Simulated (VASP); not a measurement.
HfVO4: single point with PBE

Crystal: HfVO4.

```
CELL_PARAMETERS angstrom
3.33253 -3.28964 0.00000
3.33253 3.28964 0.00000
0.00000 0.00000 3.12879
ATOMIC_POSITIONS crystal
Hf 0.00000 0.00000 0.00000
V 0.50000 0.50000 0.50000
O 0.31542 0.31542 0.00000
O 0.68458 0.68458 0.00000
O 0.20830 0.79170 0.50000
O 0.79170 0.20830 0.50000
```

The cell was built from a structure type or drawn by symmetry, and may not be a known phase.

```json
{
  "Program": "VASP 6.6.1",
  "Task": "single point",
  "Functional": "PBE",
  "Potentials or basis": "VASP PAW PBE potentials, release 64 (Hf_pv, V_sv, O)",
  "Cutoff": "520 eV",
  "k mesh": "4 × 4 × 6",
  "Occupations": "gaussian, width 0.1 eV",
  "Spin": "collinear spin, ferromagnetic start",
  "Starting moments": "[0.0, 2.0, 0.0, 0.0, 0.0, 0.0] μB"
}
```

```yaml
Pressure: -1.1 GPa
Largest_force: 0.252 eV/Å
Band_gap_on_the_k_mesh: zero (filled and empty bands overlap)
Net_moment: 1.00 μB per cell
Site_moments: Hf +0.02; V +1.02; O -0.02 μB
Valence_electrons_inside_the_program's_atomic_spheres: Hf 8.48; V 11.36; O 5.04, 5.09 (each value once)
```

Forces in eV/Å, atoms in the order of the input:
```
Hf   0.000  0.000  0.000
V    0.000  0.000  0.000
O   -0.155  0.000  0.000
O    0.155  0.000  0.000
O    0.000  0.252  0.000
O    0.000 -0.252  0.000
```

Stress tensor (GPa, compression positive):
```
-1.14  0.00  0.00
 0.00 -0.89  0.00
 0.00  0.00 -1.33
```

Levels at points of the mesh, in eV from the Fermi level:
Spin up:
| k point | band 21 | band 22 | band 23 | band 24 | band 25 | band 26 | band 27 | band 28 |
| --- | --- | --- | --- | --- | --- | --- | --- | --- |
| (0.00, 0.00, 0.00) | -1.93 | -1.78 | -1.42 | -0.50 | -0.20 | 0.28 | 1.18 | 2.73 |
| (0.50, 0.00, 0.00) | -3.04 | -2.25 | -2.00 | -0.19 | 0.31 | 0.76 | 2.73 | 3.31 |
| (0.50, 0.50, 0.00) | -2.60 | -2.59 | -2.13 | -0.59 | -0.17 | 1.06 | 1.18 | 2.71 |
| (0.00, 0.00, 0.50) | -3.36 | -3.17 | -2.27 | -0.37 | 0.40 | 1.09 | 2.87 | 2.95 |
| (0.50, 0.00, 0.50) | -3.13 | -2.55 | -2.29 | -0.38 | -0.18 | 0.37 | 2.54 | 2.81 |
| (0.50, 0.50, 0.50) | -2.29 | -2.17 | -1.91 | -0.33 | 0.13 | 0.68 | 2.93 | 3.25 |
Spin down:
```csv
k point,band 20,band 21,band 22,band 23,band 24,band 25,band 26,band 27
"(0.00, 0.00, 0.00)",-2.28,-2.00,-1.79,-1.48,0.58,1.01,1.18,1.55
"(0.50, 0.00, 0.00)",-3.41,-3.05,-2.31,-2.04,1.03,1.36,1.58,2.73
"(0.50, 0.50, 0.00)",-3.04,-2.65,-2.61,-2.13,0.61,0.94,1.69,1.75
"(0.00, 0.00, 0.50)",-3.52,-3.27,-3.15,-2.30,1.10,1.56,1.71,3.32
"(0.50, 0.00, 0.50)",-3.41,-3.12,-2.58,-2.36,0.46,0.98,1.65,2.94
"(0.50, 0.50, 0.50)",-3.11,-2.37,-2.18,-1.95,0.82,1.36,1.66,3.30
```

Run time: 4.6 min on 1 thread of AMD EPYC 7R43 64-Core Processor (Zen 3) (shared host), peak memory 0.23 GiB.

Caveat: spin-orbit coupling is left out, which moves the levels of the heavy elements; semilocal functionals often make such compounds metallic where correlation or magnetic order opens a gap, which also shifts bond lengths. With open d or f shells a metallic result of PBE can be an artefact of self-interaction; +U or a hybrid may open a gap.
